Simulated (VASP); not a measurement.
Set up this calculation in VASP 6.6.1, as the native input.

```yaml
Task: single point
Functional: PBE
Potentials_or_basis: VASP PAW PBE potentials, release 64 (Ta_pv, Ag)
Cutoff: 500 eV
k_mesh: 4 × 4 × 4
Occupations: gaussian, width 0.1 eV
Spin: no spin polarisation
Dipole_correction: no
Further_INCAR_settings: ALGO = Normal; EDIFF = 1e-06; NBANDS = 30
```

The structure of Ta3Ag lies in POSCAR:

```
Ta3Ag
1.0
    4.1578340389      0.0000000000      0.0000000000
    0.0000000000      4.1578340389      0.0000000000
    0.0000000000      0.0000000000      4.1578340389
Ta Ag
3 1
Direct
    0.0000000000      0.5000000000      0.5000000000
    0.5000000000      0.0000000000      0.5000000000
    0.5000000000      0.5000000000      0.0000000000
    0.0000000000      0.0000000000      0.0000000000
```

The input as run:

INCAR

```
SYSTEM = Ta3Ag
ALGO = Normal
EDIFF = 1E-6
ENCUT = 500
GGA = PE
GGA_COMPAT = .False.
ISIF = 2
ISMEAR = 0
LASPH = .True.
LCHARG = .True.
LELF = .True.
LREAL = .False.
LVHAR = .True.
LWAVE = .False.
NBANDS = 30
NELM = 120
PREC = Accurate
SIGMA = 0.1
```

KPOINTS

```
k-points
0
Gamma
  4 4 4
  0 0 0
```

Potentials or basis: VASP PAW PBE potentials, release 64 (Ta_pv, Ag).

Launch:

```bash
$ cat potpaw_PBE.64/Ta_pv/POTCAR potpaw_PBE.64/Ag/POTCAR > POTCAR
$ mpirun -np 1 vasp_std > vasp.out
```

Results of the run:

```yaml
Pressure: 0.0 GPa
Band_gap_on_the_k_mesh: zero (band 22 reaches 8.90 eV, above the bottom of band 23 at 6.39 eV)
```

Caveat: the k points lie up to 0.38 Å⁻¹ apart; spin-orbit coupling is left out, which moves the levels of the heavy elements.

Wall time 25 s on 1 thread of Intel(R) Xeon(R) Platinum 8259CL CPU @ 2.50GHz (Skylake/Cascade Lake) (shared host), peak memory 0.17 GiB.
